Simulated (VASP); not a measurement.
Wanted: the native input for a VASP 6.6.1 run.

| Quantity | Value |
| --- | --- |
| Task | electric field gradients |
| Functional | LDA |
| Potentials or basis | VASP PAW LDA potentials, release 64 (Pb_d, O) |
| Cutoff | 520 eV |
| k mesh | 7 × 7 × 6 |
| Occupations | fermi-dirac, width 0.03 eV |
| Spin | no spin polarisation |
| Dipole correction | no |
| Further INCAR settings | ALGO = Normal; EDIFF = 1e-08; NBANDS = 28 |

The structure of PbO lies in POSCAR:

```
PbO
1.0
    4.0523492014      0.0000000000      0.0000000000
    0.0000000000      4.0523492014      0.0000000000
    0.0000000000      0.0000000000      5.1204955942
Pb O
2 2
Direct
    0.0000000000      0.5000000000      0.2351000000
    0.5000000000      0.0000000000      0.7649000000
    0.0000000000      0.0000000000      0.0000000000
    0.5000000000      0.5000000000      0.0000000000
```

This cell differs from its parent crystal: volume scaled by 1.06.

These files were run (other wordings do the same):

INCAR

```
PREC = Accurate ; ENCUT = 520
EDIFF = 1E-8 ; ISMEAR = -1
SIGMA = 0.03 ; LREAL = False
LASPH = True ; NELM = 80
ALGO = Normal ; ISIF = 2
LWAVE = False ; LCHARG = False
LEFG = True ; NBANDS = 28
```

KPOINTS

```
regular mesh
0
Gamma
  7 7 6
```

Potentials or basis: VASP PAW LDA potentials, release 64 (Pb_d, O).

Run with:

```console
$ cat potpaw_LDA.64/Pb_d/POTCAR potpaw_LDA.64/O/POTCAR > POTCAR
$ mpirun -np 1 vasp_std > vasp.out
```

It gave:

```yaml
Pressure: -5.9 GPa
Largest_force: 0.829 eV/Å
Band_gap_on_the_k_mesh: 1.52 eV, indirect (least direct gap 2.14 eV)
```

Caveat: without QUAD_EFG the Cq values of the log hold for a quadrupole moment of 1 mb, not for the nuclei; spin-orbit coupling is left out, which moves the levels of the heavy elements.

Wall time 72 s on 1 thread of Intel(R) Xeon(R) Platinum 8375C CPU @ 2.90GHz (Ice Lake) (shared host), peak memory 0.21 GiB.
